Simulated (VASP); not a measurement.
# LiF (P6_3mc) in VASP: notebook

The runs below take LiF through single point, with PBE.

Program: VASP 6.6.1. These are calculated values, not measurements. Logs are shortened: lines on timing, memory, paths and dates and some standing lists are left out, and cuts for length are marked.

## 1. The cell of the first run

The structure is hexagonal, space group P6_3mc (No. 186). The conventional cell has a = 3.077 Å, b = 3.077 Å, c = 5.057 Å, α = 90.00°, β = 90.00°, γ = 120.00°. Within 2.4 Å of Li (site symmetry 3m) lie 4 F at 1.80 to 2.22 Å. F (site symmetry 3m) has 4 Li at 1.80 to 2.22 Å within 2.4 Å.

## 2. Single point, PBE (c/a of the conventional cell at fixed volume 1.6434)

INCAR reads:

```
SYSTEM = LiF
PREC = Accurate ; ENCUT = 520
EDIFF = 1E-6 ; ISMEAR = 0
SIGMA = 0.05 ; LREAL = .FALSE.
LASPH = .TRUE. ; NELM = 60
ALGO = Normal ; ISIF = 2
LWAVE = .FALSE. ; LCHARG = .TRUE.
GGA = PE ; LELF = .TRUE.
LVHAR = .TRUE. ; NBANDS = 18
```

KPOINTS reads:

```
regular mesh
0
G
  9 9 6
  0 0 0
```

POSCAR reads:

```
LiF
1.0
    3.0774506209      0.0000000000      0.0000000000
   -1.5387253104      2.6651504166      0.0000000000
    0.0000000000      0.0000000000      5.0574823504
Li F
2 2
Direct
    0.3333333333      0.6666666667      0.4320721835
    0.6666666667      0.3333333333      0.9320721835
    0.3333333333      0.6666666667      0.9939266766
    0.6666666667      0.3333333333      0.4939266766
```

Potentials or basis: VASP PAW PBE potentials, release 64 (Li_sv, F).

The run is started by

```
$ cat potpaw_PBE.64/Li_sv/POTCAR potpaw_PBE.64/F/POTCAR > POTCAR
$ mpirun -np 1 vasp_std > vasp.out
```

OUTCAR:

```text
SYSTEM = LiF
   PREC = Accurate
   ENCUT = 520
   EDIFF = 1E-6
   ISMEAR = 0
   LREAL = .FALSE.
   LASPH = .TRUE.
   NELM = 60
   ISIF = 2
   GGA = PE

 ion  position               nearest neighbor table
   1  0.333  0.667  0.432-   4 1.80   4 1.80   4 1.80   3 2.22
   2  0.667  0.333  0.932-   3 1.80   3 1.80   3 1.80   4 2.22
   3  0.333  0.667  0.994-   2 1.80   2 1.80   2 1.80   1 2.22
   4  0.667  0.333  0.494-   1 1.80   1 1.80   1 1.80   2 2.22

  LATTYP: Found a hexagonal cell.
 ALAT       =     3.0774506209
 C/A-ratio  =     1.6434000000

  Lattice vectors:

 A1 = (   3.0774506209,   0.0000000000,   0.0000000000)
 A2 = (  -1.5387253104,   2.6651504166,   0.0000000000)
 A3 = (   0.0000000000,   0.0000000000,   5.0574823504)

Analysis of symmetry for initial positions (statically):
=====================================================================
 Subroutine PRICEL returns:
 Original cell was already a primitive cell.

 Routine SETGRP: Setting up the symmetry group for a
 hexagonal supercell.

 Subroutine GETGRP returns: Found 12 space group operations
 (whereof  6 operations were pure point group operations)
 out of a pool of 24 trial point group operations.

The static configuration has the point symmetry C_3v.
 The point group associated with its full space group is C_6v.

Analysis of symmetry for dynamics (positions and initial velocities):
=====================================================================
 Subroutine PRICEL returns:
 Original cell was already a primitive cell.

 Routine SETGRP: Setting up the symmetry group for a
 hexagonal supercell.

 Subroutine GETGRP returns: Found 12 space group operations
 (whereof  6 operations were pure point group operations)
 out of a pool of 24 trial point group operations.

The dynamic configuration has the point symmetry C_3v.
 The point group associated with its full space group is C_6v.

 Subroutine INISYM returns: Found 12 space group operations
 (whereof  6 operations are pure point group operations),
 and found     1 'primitive' translations

----------------------------------------------------------------------------------------

                                     Primitive cell

  volume of cell :      41.4808

  direct lattice vectors                    reciprocal lattice vectors
     3.077450621  0.000000000  0.000000000     0.324944288  0.187606672  0.000000000
    -1.538725310  2.665150417  0.000000000     0.000000000  0.375213344  0.000000000
     0.000000000  0.000000000  5.057482350     0.000000000  0.000000000  0.197726839

  length of vectors
     3.077450621  3.077450621  5.057482350     0.375213344  0.375213344  0.197726839

  position of ions in fractional coordinates (direct lattice)
     0.333333333  0.666666667  0.432072183
     0.666666667  0.333333333  0.932072183
     0.333333333  0.666666667  0.993926677
     0.666666667  0.333333333  0.493926677

  ion indices of the primitive-cell ions
   primitive index   ion index
                 1           1
                 2           2
                 3           3
                 4           4

----------------------------------------------------------------------------------------

 KPOINTS: regular mesh

Automatic generation of k-mesh.
 Grid dimensions read from file:
 generate k-points for:    9    9    6

 Generating k-lattice:

  Cartesian coordinates                     Fractional coordinates (reciprocal lattice)
     0.036104921  0.020845186  0.000000000     0.111111111  0.000000000  0.000000000
     0.000000000  0.041690372  0.000000000     0.000000000  0.111111111  0.000000000
     0.000000000  0.000000000  0.032954473     0.000000000  0.000000000  0.166666667

  Length of vectors
     0.041690372  0.041690372  0.032954473

  Shift w.r.t. Gamma in fractional coordinates (k-lattice)
     0.000000000  0.000000000  0.000000000

 Subroutine IBZKPT returns following result:
 ===========================================

 Found     48 irreducible k-points:

 Following reciprocal coordinates:
            Coordinates               Weight
  0.000000  0.000000  0.000000      1.000000
  0.111111  0.000000  0.000000      6.000000
  0.222222  0.000000  0.000000      6.000000
  0.333333  0.000000  0.000000      6.000000
  0.444444  0.000000  0.000000      6.000000
  0.111111  0.111111  0.000000      6.000000
[... 16 lines left out ...]
  0.333333  0.222222  0.166667     24.000000
  0.333333  0.333333  0.166667      4.000000
 [... further k-points ...]
   k-points           NKPTS =     48   k-points in BZ     NKDIM =     48   number of bands    NBANDS=     18
   number of dos      NEDOS =    301   number of ions     NIONS =      4
   total plane-waves  NPLWV =  23040
   dimension x,y,z NGX =    24 NGY =   24 NGZ =   40
   dimension x,y,z NGXF=    48 NGYF=   48 NGZF=   80
   ions per type =               2   2
   NGX,Y,Z   is equivalent  to a cutoff of  12.96, 12.96, 13.15 a.u.
   NGXF,Y,Z  is equivalent  to a cutoff of  25.93, 25.93, 26.30 a.u.
 SYSTEM =  LiF
   PREC   = accura    normal or accurate (medium, high low for compatibility)
   ISTART =      0    job   : 0-new  1-cont  2-samecut
   ICHARG =      2    charge: 1-file 2-atom 10-const
   ISPIN  =      1    spin polarized calculation?
   LNONCOLLINEAR =      F non collinear calculations
   LSORBIT =      F    spin-orbit coupling
   LASPH  =      T    aspherical Exc in radial PAW
   ENCUT  =  520.0 eV  38.22 Ry    6.18 a.u.   5.72  5.72  9.40*2*pi/ulx,y,z
   NELM   =     60;   NELMIN=  2; NELMDL= -5     # of ELM steps
   EDIFF  = 0.1E-05   stopping-criterion for ELM
   LREAL  =      F    real-space projection
   EDIFFG = 0.1E-04   stopping-criterion for IOM
   NSW    =      0    number of steps for IOM
   IBRION =     -1    ionic relax: 0-MD 1-quasi-New 2-CG
   NFREE  =      0    steps in history (QN), initial steepest desc. (CG)
   ISIF   =      2    stress and relaxation
   ISYM   =      2    0-nonsym 1-usesym 2-fastsym
   POTIM  = 0.5000    time-step for ionic-motion
   TEBEG  =    0.0;   TEEND  =   0.0 temperature during run
   PSTRESS=    0.0 pullay stress
   NELECT =      20.0000    total number of electrons
   NUPDOWN=      -1.0000    fix difference up-down
   EMIN   =  10.00;   EMAX   =-10.00  energy-range for DOS
   EFERMI =   0.00;   METHOD = LEGACY
   ISMEAR =     0;   SIGMA  =   0.05  broadening in eV -4-tet -1-fermi 0-gaus
   EFERMI_NEDOS =   21; number of points for ismear=-14 and -15
   IALGO  =     38    algorithm
   IMIX   =      4    mixing-type and parameters
     AMIX     =   0.40;   BMIX     =  1.00
     AMIX_MAG =   1.60;   BMIX_MAG =  1.00
  volume/ion in A,a.u.               =      10.37        69.98
  Fermi-wavevector in a.u.,A,eV,Ry     =   1.283716  2.425872 22.421420  1.647928
  Thomas-Fermi vector in A             =   2.415953
   LORBIT       =      0    0 simple, 1 ext, 2 COOP (PROOUT), +10 PAW based schemes
   GGA     = PE    functional components
   LHFCALC =     F    Hartree Fock is set to
   AEXX    =    0.0000 exact exchange contribution
   IVDW    =     0    specifies the selected vdW correction
   LEPSILON=     F    determine dielectric tensor
   LRPA    =     F    only Hartree local field effects (RPA)
 non-spin polarized calculation
 Gauss-broadening in eV      SIGMA  =   0.05
  energy-cutoff  :      520.00
  volume of cell :       41.48
 maximum number of plane-waves:      1130
 NGX is ok and might be reduce to    24
   NGX = 11   NGY = 11   NGZ = 19

 number of electron      19.9999954 magnetization

 Free energy of the ion-electron system (eV)
  ---------------------------------------------------
  ext. energy  EPLUGINS =         0.00000000
  ---------------------------------------------------
  free energy    TOTEN  =       -19.14381887 eV

  energy without entropy =      -19.14381887  energy(sigma->0) =      -19.14381887

 E-fermi :  -2.2122     XC(G=0):  -8.6240

 val. band max:       -2.5649655809   @ k =   0.0000   0.0000   0.0000
 cond. band min:       4.8560712412   @ k =   0.0000   0.0000   0.0000
 fundamental gap:      7.4210368221
 Fermi energy:        -2.2121776130

 k-point     1 :       0.0000    0.0000    0.0000
  band No.  band energies     occupation
      1     -43.1824      2.00000
      2     -43.1588      2.00000
      3     -22.0481      2.00000
      4     -21.7973      2.00000
      5      -4.7960      2.00000
      6      -3.1741      2.00000
[... 10 lines left out ...]
     17      16.7433      0.00000
     18      16.9343      0.00000

 k-point     2 :       0.1111    0.0000    0.0000
  band No.  band energies     occupation
      1     -43.1787      2.00000
      2     -43.1564      2.00000
      3     -22.0380      2.00000
      4     -21.8010      2.00000
      5      -4.7074      2.00000
      6      -3.2967      2.00000
[... 10 lines left out ...]
     17      17.0270      0.00000
     18      17.0684      0.00000

 k-point     3 :       0.2222    0.0000    0.0000
  band No.  band energies     occupation
      1     -43.1690      2.00000
      2     -43.1502      2.00000
      3     -22.0097      2.00000
      4     -21.8113      2.00000
      5      -4.4694      2.00000
      6      -3.6480      2.00000
[... 10 lines left out ...]
     17      16.9265      0.00000
     18      17.6639      0.00000

 k-point     4 :       0.3333    0.0000    0.0000
  band No.  band energies     occupation
      1     -43.1574      2.00000
      2     -43.1438      2.00000
      3     -21.9705      2.00000
      4     -21.8294      2.00000
      5      -4.2733      2.00000
      6      -3.9271      2.00000
[... 375 lines left out ...]
      4     -21.8473      2.00000
      5      -4.3493      2.00000
      6      -4.0685      2.00000
[... 10 lines left out ...]
     17      15.8416      0.00000
     18      18.2058      0.00000

 k-point    23 :       0.3333    0.2222    0.1667
  band No.  band energies     occupation
      1     -43.1443      2.00000
      2     -43.1398      2.00000
      3     -21.9118      2.00000
      4     -21.8656      2.00000
      5      -4.5861      2.00000
      6      -3.9993      2.00000
[... 10 lines left out ...]
     17      15.3335      0.00000
     18      17.9103      0.00000

 k-point    24 :       0.3333    0.3333    0.1667
  band No.  band energies     occupation
      1     -43.1404      2.00000
      2     -43.1404      2.00000
      3     -21.8861      2.00000
      4     -21.8861      2.00000
      5      -4.6773      2.00000
      6      -3.9914      2.00000
[... 10 lines left out ...]
     17      15.1317      0.00000
     18      18.2627      0.00000

 [... further k-points ...]

------------------------ aborting loop because EDIFF is reached ----------------------------------------

  FORCE on cell =-STRESS in cart. coord.  units (eV):
  Direction    XX          YY          ZZ          XY          YZ          ZX
  --------------------------------------------------------------------------------------
  -------------------------------------------------------------------------------------
  Total        1.2948132      1.2948132     -0.8907289      0.0000000     -0.0000000      0.0000000
  in kB       50.0115737     50.0115737    -34.4039983      0.0000000     -0.0000000      0.0000000
  external PRESSURE =      21.8730497 kB  Pullay stress =       0.0000000 kB

 VOLUME and BASIS-vectors are now :
 -----------------------------------------------------------------------------
  energy-cutoff  :      520.00
  volume of cell :       41.48
      direct lattice vectors                 reciprocal lattice vectors
     3.077450621  0.000000000  0.000000000     0.324944288  0.187606672  0.000000000
    -1.538725310  2.665150417  0.000000000     0.000000000  0.375213344  0.000000000
     0.000000000  0.000000000  5.057482350     0.000000000  0.000000000  0.197726839

 POSITION                                       TOTAL-FORCE (eV/Angst)
 -----------------------------------------------------------------------------------
     -0.00000      1.77677      2.18520         0.000000     -0.000000     -0.312587
      1.53873      0.88838      4.71394        -0.000000      0.000000     -0.312587
     -0.00000      1.77677      5.02677        -0.000000     -0.000000      0.312587
      1.53873      0.88838      2.49803         0.000000      0.000000      0.312587
 -----------------------------------------------------------------------------------
    total drift:                                0.000000     -0.000000      0.001591

  FREE ENERGIE OF THE ION-ELECTRON SYSTEM (eV)
  ---------------------------------------------------
  free  energy   TOTEN  =       -19.1438188674 eV

  energy  without entropy=      -19.1438188674  energy(sigma->0) =      -19.14381887
```

It took 20 s on 1 thread of Intel Xeon 6975P-C, shared host; peak memory 0.17 GiB.

Results:

```
Free energy            : -19.1438 eV
Largest force          : 0.313 eV/Å
Band gap on the k mesh : 7.42 eV, direct
```

Forces in eV/Å, atoms in the order of the input:
```
Li   0.000  0.000 -0.313
Li   0.000  0.000 -0.313
F    0.000  0.000  0.313
F    0.000  0.000  0.313
```

Caveat: the cutoff is under 1.25 times the usual one of these potentials, so pressure, stress and relaxed cells hold a basis-set (Pulay) error. A k mesh can miss the band edges.

## 3. Single point, PBE (c/a of the conventional cell at fixed volume 1.5932)

INCAR reads:

```
SYSTEM = LiF
  ALGO = Normal
  EDIFF = 1E-6
  ENCUT = 520
  GGA = PE
  ISIF = 2
  ISMEAR = 0
  LASPH = .True.
  LCHARG = .False.
  LREAL = .False.
  LWAVE = .False.
  NBANDS = 18
  NELM = 100
  PREC = Accurate
  SIGMA = 0.05
```

KPOINTS reads:

```
k-points
0
Gamma
  9 9 6
  0 0 0
```

POSCAR reads:

```
LiF
1.0
    3.1094393350      0.0000000000      0.0000000000
   -1.5547196675      2.6928534557      0.0000000000
    0.0000000000      0.0000000000      4.9539587486
Li F
2 2
Direct
    0.3333333333      0.6666666667      0.4320721835
    0.6666666667      0.3333333333      0.9320721835
    0.3333333333      0.6666666667      0.9939266766
    0.6666666667      0.3333333333      0.4939266766
```

Potentials or basis: VASP PAW PBE potentials, release 64 (Li_sv, F).

The run is started by

```
$ cat potpaw_PBE.64/Li_sv/POTCAR potpaw_PBE.64/F/POTCAR > POTCAR
$ mpirun -np 1 vasp_std > vasp.out
```

Wall time 20 s (1 thread of Intel Xeon 6975P-C, shared host); peak memory 0.16 GiB.

It converged, with:

```yaml
Free_energy: -19.1847 eV
Largest_force: 0.286 eV/Å
Band_gap_on_the_k_mesh: 7.39 eV, direct
```

Forces on the atoms (eV/Å):
```
Li   0.000  0.000 -0.286
Li   0.000  0.000 -0.286
F    0.000  0.000  0.286
F    0.000  0.000  0.286
```

Levels at points of the mesh, in eV from the valence-band top:
```csv
k point,band 6,band 7,band 8,band 9,band 10,band 11,band 12,band 13,band 14,band 15
"(0.00, 0.00, 0.00)",-0.69,-0.69,-0.43,-0.43,0.00,7.39,11.60,14.69,18.14,18.14
"(0.00, 0.00, 0.50)",-1.23,-0.56,-0.56,-0.56,-0.56,9.15,9.15,16.86,16.86,18.38
```

Caveat: the cutoff is under 1.25 times the usual one of these potentials, so pressure, stress and relaxed cells hold a basis-set (Pulay) error.
